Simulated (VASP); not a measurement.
# Al (P6/mmm) in VASP: notebook

Runs on Al. Level: PBEsol. Tasks: single point.

Program: VASP 6.6.1. These are calculated values, not measurements. Logs are shortened: lines on timing, memory, paths and dates and some standing lists are left out, and cuts for length are marked.

## (1) The cell of the first run

It takes space group P6/mmm (No. 191, hexagonal). Conventional cell: a = 2.745 Å, b = 2.745 Å, c = 2.565 Å, α = 90.00°, β = 90.00°, γ = 120.00°. Within 3.4 Å of Al (site symmetry 6/mmm) lie 8 Al at 2.57 to 2.75 Å.

## (2) Single point, PBEsol

INCAR reads:

```
SYSTEM = Al
ALGO     = Normal         ! electronic algorithm
EDIFF    = 1E-7           ! SCF threshold, eV
ENCUT    = 520            ! plane-wave cutoff, eV
GGA      = PS             ! functional
ISIF     = 2              ! what is computed and relaxed
ISMEAR   = 0              ! smearing method
LASPH    = .True.         ! aspherical terms in the spheres
LCHARG   = .False.        ! write CHGCAR
LREAL    = .False.        ! projectors in reciprocal space
LWAVE    = .False.        ! write WAVECAR
NBANDS   = 8              ! bands
NELM     = 80             ! most SCF steps
PREC     = Accurate       ! precision mode
SIGMA    = 0.1            ! smearing width, eV
```

KPOINTS reads:

```
k-points
0
Gamma
  9 9 8
  0 0 0
```

POSCAR reads:

```
Al
1.0
    2.7452437044      0.0000000000      0.0000000000
   -1.3726218522      2.3774507876      0.0000000000
    0.0000000000      0.0000000000      2.5650870863
Al
1
Direct
    0.0000000000      0.0000000000      0.0000000000
```

Potentials or basis: VASP PAW PBE potentials, release 64 (Al).

The run is started by

```sh
$ cat potpaw_PBE.64/Al/POTCAR > POTCAR
$ mpirun -np 1 vasp_std > vasp.out
```

OUTCAR:

```text
SYSTEM = Al
   EDIFF = 1E-7
   ENCUT = 520
   GGA = PS
   ISIF = 2
   ISMEAR = 0
   LASPH = .True.
   LREAL = .False.
   NELM = 80
   PREC = Accurate

 ion  position               nearest neighbor table
   1  0.000  0.000  0.000-

  LATTYP: Found a hexagonal cell.
 ALAT       =     2.7452437044
 C/A-ratio  =     0.9343750000

  Lattice vectors:

 A1 = (   2.7452437044,   0.0000000000,   0.0000000000)
 A2 = (  -1.3726218522,   2.3774507876,   0.0000000000)
 A3 = (   0.0000000000,   0.0000000000,   2.5650870863)

Analysis of symmetry for initial positions (statically):
=====================================================================
 Subroutine PRICEL returns:
 Original cell was already a primitive cell.

 Routine SETGRP: Setting up the symmetry group for a
 hexagonal supercell.

 Subroutine GETGRP returns: Found 24 space group operations
 (whereof 24 operations were pure point group operations)
 out of a pool of 24 trial point group operations.

The static configuration has the point symmetry D_6h.

Analysis of symmetry for dynamics (positions and initial velocities):
=====================================================================
 Subroutine PRICEL returns:
 Original cell was already a primitive cell.

 Routine SETGRP: Setting up the symmetry group for a
 hexagonal supercell.

 Subroutine GETGRP returns: Found 24 space group operations
 (whereof 24 operations were pure point group operations)
 out of a pool of 24 trial point group operations.

The dynamic configuration has the point symmetry D_6h.

 Subroutine INISYM returns: Found 24 space group operations
 (whereof 24 operations are pure point group operations),
 and found     1 'primitive' translations

----------------------------------------------------------------------------------------

                                     Primitive cell

  volume of cell :      16.7415

  direct lattice vectors                    reciprocal lattice vectors
     2.745243704  0.000000000  0.000000000     0.364266385  0.210309295  0.000000000
    -1.372621852  2.377450788  0.000000000     0.000000000  0.420618591  0.000000000
     0.000000000  0.000000000  2.565087086     0.000000000  0.000000000  0.389850312

  length of vectors
     2.745243704  2.745243704  2.565087086     0.420618591  0.420618591  0.389850312

  position of ions in fractional coordinates (direct lattice)
     0.000000000  0.000000000  0.000000000

  ion indices of the primitive-cell ions
   primitive index   ion index
                 1           1

----------------------------------------------------------------------------------------

 KPOINTS: k-points

Automatic generation of k-mesh.
 Grid dimensions read from file:
 generate k-points for:    9    9    8

 Generating k-lattice:

  Cartesian coordinates                     Fractional coordinates (reciprocal lattice)
     0.040474043  0.023367699  0.000000000     0.111111111  0.000000000  0.000000000
     0.000000000  0.046735399  0.000000000     0.000000000  0.111111111  0.000000000
     0.000000000  0.000000000  0.048731289     0.000000000  0.000000000  0.125000000

  Length of vectors
     0.046735399  0.046735399  0.048731289

  Shift w.r.t. Gamma in fractional coordinates (k-lattice)
     0.000000000  0.000000000  0.000000000

 Subroutine IBZKPT returns following result:
 ===========================================

 Found     60 irreducible k-points:

 Following reciprocal coordinates:
            Coordinates               Weight
  0.000000  0.000000  0.000000      1.000000
  0.111111  0.000000  0.000000      6.000000
  0.222222  0.000000  0.000000      6.000000
  0.333333  0.000000  0.000000      6.000000
  0.444444  0.000000  0.000000      6.000000
  0.111111  0.111111  0.000000      6.000000
[... 16 lines left out ...]
  0.333333  0.222222  0.125000     24.000000
  0.333333  0.333333  0.125000      4.000000
 [... further k-points ...]
   k-points           NKPTS =     60   k-points in BZ     NKDIM =     60   number of bands    NBANDS=      8
   number of dos      NEDOS =    301   number of ions     NIONS =      1
   total plane-waves  NPLWV =   8000
   dimension x,y,z NGX =    20 NGY =   20 NGZ =   20
   dimension x,y,z NGXF=    40 NGYF=   40 NGZF=   40
   ions per type =               1
   NGX,Y,Z   is equivalent  to a cutoff of  12.11, 12.11, 12.96 a.u.
   NGXF,Y,Z  is equivalent  to a cutoff of  24.22, 24.22, 25.92 a.u.
 SYSTEM =  Al
   PREC   = accura    normal or accurate (medium, high low for compatibility)
   ISTART =      0    job   : 0-new  1-cont  2-samecut
   ICHARG =      2    charge: 1-file 2-atom 10-const
   ISPIN  =      1    spin polarized calculation?
   LNONCOLLINEAR =      F non collinear calculations
   LSORBIT =      F    spin-orbit coupling
   LASPH  =      T    aspherical Exc in radial PAW
   ENCUT  =  520.0 eV  38.22 Ry    6.18 a.u.   5.10  5.10  4.77*2*pi/ulx,y,z
   NELM   =     80;   NELMIN=  2; NELMDL= -5     # of ELM steps
   EDIFF  = 0.1E-06   stopping-criterion for ELM
   LREAL  =      F    real-space projection
   EDIFFG = 0.1E-05   stopping-criterion for IOM
   NSW    =      0    number of steps for IOM
   IBRION =     -1    ionic relax: 0-MD 1-quasi-New 2-CG
   NFREE  =      0    steps in history (QN), initial steepest desc. (CG)
   ISIF   =      2    stress and relaxation
   ISYM   =      2    0-nonsym 1-usesym 2-fastsym
   POTIM  = 0.5000    time-step for ionic-motion
   TEBEG  =    0.0;   TEEND  =   0.0 temperature during run
   PSTRESS=    0.0 pullay stress
   NELECT =       3.0000    total number of electrons
   NUPDOWN=      -1.0000    fix difference up-down
   EMIN   =  10.00;   EMAX   =-10.00  energy-range for DOS
   EFERMI =   0.00;   METHOD = LEGACY
   ISMEAR =     0;   SIGMA  =   0.10  broadening in eV -4-tet -1-fermi 0-gaus
   EFERMI_NEDOS =   21; number of points for ismear=-14 and -15
   IALGO  =     38    algorithm
   IMIX   =      4    mixing-type and parameters
     AMIX     =   0.40;   BMIX     =  1.00
     AMIX_MAG =   1.60;   BMIX_MAG =  1.00
  volume/ion in A,a.u.               =      16.74       112.98
  Fermi-wavevector in a.u.,A,eV,Ry     =   0.922962  1.744145 11.590239  0.851859
  Thomas-Fermi vector in A             =   2.048546
   LORBIT       =      0    0 simple, 1 ext, 2 COOP (PROOUT), +10 PAW based schemes
   GGA     = PS    functional components
   LHFCALC =     F    Hartree Fock is set to
   AEXX    =    0.0000 exact exchange contribution
   IVDW    =     0    specifies the selected vdW correction
   LEPSILON=     F    determine dielectric tensor
   LRPA    =     F    only Hartree local field effects (RPA)
 non-spin polarized calculation
 Gauss-broadening in eV      SIGMA  =   0.10
  energy-cutoff  :      520.00
  volume of cell :       16.74
 maximum number of plane-waves:       466
   NGX = 11   NGY = 11   NGZ =  9

 number of electron       3.0000000 magnetization

 Free energy of the ion-electron system (eV)
  ---------------------------------------------------
  ext. energy  EPLUGINS =         0.00000000
  ---------------------------------------------------
  free energy    TOTEN  =        -3.80501760 eV

  energy without entropy =       -3.80233464  energy(sigma->0) =       -3.80367612

 E-fermi :   7.5668     XC(G=0): -10.1767

 val. band max:        7.4746203670   @ k =   0.4444   0.1111   0.5000
 cond. band min:       7.5960730072   @ k =   0.3333   0.1111   0.2500
 fundamental gap:      0.1214526402
 Fermi energy:         7.5667601342

 k-point     1 :       0.0000    0.0000    0.0000
  band No.  band energies     occupation
      1      -3.2858      2.00000
      2      16.0573      0.00000
      3      17.9111      0.00000
      4      20.3098      0.00000
      5      20.3098      0.00000
      6      20.5160      0.00000
      7      20.5160      0.00000
      8      24.2182      0.00000

 k-point     2 :       0.1111    0.0000    0.0000
  band No.  band energies     occupation
      1      -2.9634      2.00000
      2      15.1758      0.00000
      3      17.3184      0.00000
      4      18.1767      0.00000
      5      18.2390      0.00000
      6      21.2278      0.00000
      7      23.1368      0.00000
      8      27.2633      0.00000

 k-point     3 :       0.2222    0.0000    0.0000
  band No.  band energies     occupation
      1      -2.0006      2.00000
      2      11.6277      0.00000
      3      16.1988      0.00000
      4      16.6184      0.00000
      5      18.9746      0.00000
      6      21.5578      0.00000
      7      26.3889      0.00000
      8      30.2429      0.00000

 k-point     4 :       0.3333    0.0000    0.0000
  band No.  band energies     occupation
      1      -0.4108      2.00000
      2       7.8709      0.00002
      3      15.5299      0.00000
      4      15.5420      0.00000
      5      20.3064      0.00000
      6      22.7856      0.00000
      7      27.3813      0.00000
      8      30.0840      0.00000

 k-point     5 :       0.4444    0.0000    0.0000
  band No.  band energies     occupation
      1       1.7848      2.00000
      2       4.5595      2.00000
      3      15.0053      0.00000
      4      15.1250      0.00000
      5      22.1678      0.00000
      6      24.5525      0.00000
      7      24.8270      0.00000
      8      27.4673      0.00000
[... 177 lines left out ...]
 k-point    22 :       0.2222    0.2222    0.1250
  band No.  band energies     occupation
      1       0.8739      2.00000
      2       9.0248      0.00000
      3       9.0844      0.00000
      4      16.9871      0.00000
      5      23.2509      0.00000
      6      24.2264      0.00000
      7      25.6964      0.00000
      8      25.8232      0.00000

 k-point    23 :       0.3333    0.2222    0.1250
  band No.  band energies     occupation
      1       3.0479      2.00000
      2       5.7946      2.00000
      3       8.4829      0.00000
      4      18.8991      0.00000
      5      21.3452      0.00000
      6      24.1007      0.00000
      7      24.8924      0.00000
      8      28.1869      0.00000

 k-point    24 :       0.3333    0.3333    0.1250
  band No.  band energies     occupation
      1       5.4147      2.00000
      2       5.4147      2.00000
      3       5.6547      2.00000
      4      20.8331      0.00000
      5      21.4915      0.00000
      6      21.4915      0.00000
      7      27.9710      0.00000
      8      28.7262      0.00000

 [... further k-points ...]

------------------------ aborting loop because EDIFF is reached ----------------------------------------

  FORCE on cell =-STRESS in cart. coord.  units (eV):
  Direction    XX          YY          ZZ          XY          YZ          ZX
  --------------------------------------------------------------------------------------
  -------------------------------------------------------------------------------------
  Total        0.1943112      0.1943112      2.2531926      0.0000000     -0.0000000      0.0000000
  in kB       18.5957598     18.5957598    215.6325647      0.0000000     -0.0000000      0.0000000
  external PRESSURE =      84.2746947 kB  Pullay stress =       0.0000000 kB

 VOLUME and BASIS-vectors are now :
 -----------------------------------------------------------------------------
  energy-cutoff  :      520.00
  volume of cell :       16.74
      direct lattice vectors                 reciprocal lattice vectors
     2.745243704  0.000000000  0.000000000     0.364266385  0.210309295  0.000000000
    -1.372621852  2.377450788  0.000000000     0.000000000  0.420618591  0.000000000
     0.000000000  0.000000000  2.565087086     0.000000000  0.000000000  0.389850312

 POSITION                                       TOTAL-FORCE (eV/Angst)
 -----------------------------------------------------------------------------------
      0.00000      0.00000      0.00000         0.000000      0.000000      0.000000
 -----------------------------------------------------------------------------------
    total drift:                               -0.000000      0.000000      0.000000

  FREE ENERGIE OF THE ION-ELECTRON SYSTEM (eV)
  ---------------------------------------------------
  free  energy   TOTEN  =        -3.8050175970 eV

  energy  without entropy=       -3.8023346434  energy(sigma->0) =       -3.80367612
```

Run time: 2.6 s. Hardware: 1 thread of Intel Xeon 6975P-C (Granite Rapids), shared host; peak memory 0.11 GiB.

What came out:

```
Free energy : -3.8050 eV
Pressure    : 8.4 GPa
```

Stress tensor (GPa, compression positive):
```
 1.86  0.00  0.00
 0.00  1.86  0.00
 0.00  0.00 21.56
```

Caveat: the PAW data sets were made with another functional, which shifts forces and pressure a little.

## (3) Single point, PBEsol

This run uses another cell than the first one, of 18.38 Å³/atom, 1.098 times its volume.

INCAR reads:

```
PREC = Accurate ; ENCUT = 520
EDIFF = 1E-6 ; ISMEAR = 0
SIGMA = 0.1 ; LREAL = False
LASPH = True ; NELM = 60
ALGO = Fast ; ISIF = 2
LWAVE = False ; LCHARG = False
GGA = PS ; NBANDS = 8
```

KPOINTS reads:

```
regular mesh
0
Gamma
  24 24 20
```

POSCAR reads:

```
Al
1.0
    2.7628599853      0.0000000000      0.0000000000
   -1.3814299926      2.3927069344      0.0000000000
    0.0000000000      0.0000000000      2.7809087324
Al
1
Direct
    0.0000000000      0.0000000000      0.0000000000
```

Potentials or basis: VASP PAW PBE potentials, release 64 (Al).

The run is started by

```sh
$ cat potpaw_PBE.64/Al/POTCAR > POTCAR
$ mpirun -np 1 vasp_std > vasp.out
```

OUTCAR:

```text
PREC = Accurate
   ENCUT = 520
   EDIFF = 1E-6
   ISMEAR = 0
   LREAL = False
   LASPH = True
   NELM = 60
   ISIF = 2
   GGA = PS

 ion  position               nearest neighbor table
   1  0.000  0.000  0.000-

  LATTYP: Found a hexagonal cell.
 ALAT       =     2.7628599853
 C/A-ratio  =     1.0065326318

  Lattice vectors:

 A1 = (   2.7628599853,   0.0000000000,   0.0000000000)
 A2 = (  -1.3814299926,   2.3927069344,   0.0000000000)
[... 445 lines left out ...]
      8      23.7201      0.00000

 [... further k-points ...]

------------------------ aborting loop because EDIFF is reached ----------------------------------------

  FORCE on cell =-STRESS in cart. coord.  units (eV):
  Direction    XX          YY          ZZ          XY          YZ          ZX
  --------------------------------------------------------------------------------------
  -------------------------------------------------------------------------------------
  Total        0.0063607      0.0063607      0.0112717      0.0000000      0.0000000     -0.0000000
  in kB        0.5543444      0.5543444      0.9823439      0.0000000      0.0000000     -0.0000000
  external PRESSURE =       0.6970109 kB  Pullay stress =       0.0000000 kB

 VOLUME and BASIS-vectors are now :
 -----------------------------------------------------------------------------
  energy-cutoff  :      520.00
  volume of cell :       18.38
      direct lattice vectors                 reciprocal lattice vectors
     2.762859985  0.000000000  0.000000000     0.361943785  0.208968342  0.000000000
    -1.381429993  2.392706934  0.000000000     0.000000000  0.417936683  0.000000000
     0.000000000  0.000000000  2.780908732     0.000000000  0.000000000  0.359594685

 POSITION                                       TOTAL-FORCE (eV/Angst)
 -----------------------------------------------------------------------------------
      0.00000      0.00000      0.00000         0.000000      0.000000      0.000000
 -----------------------------------------------------------------------------------
    total drift:                               -0.000000      0.000000      0.000000

  FREE ENERGIE OF THE ION-ELECTRON SYSTEM (eV)
  ---------------------------------------------------
  free  energy   TOTEN  =        -3.8558914848 eV

  energy  without entropy=       -3.8539007453  energy(sigma->0) =       -3.85489612
```

Wall time 22 s (1 thread of Intel Xeon 6975P-C (Granite Rapids), shared host); peak memory 0.2 GiB.

Results:

* Free energy: -3.8559 eV
* Pressure: 0.1 GPa

Caveat: the PAW data sets were made with another functional, which shifts forces and pressure a little.
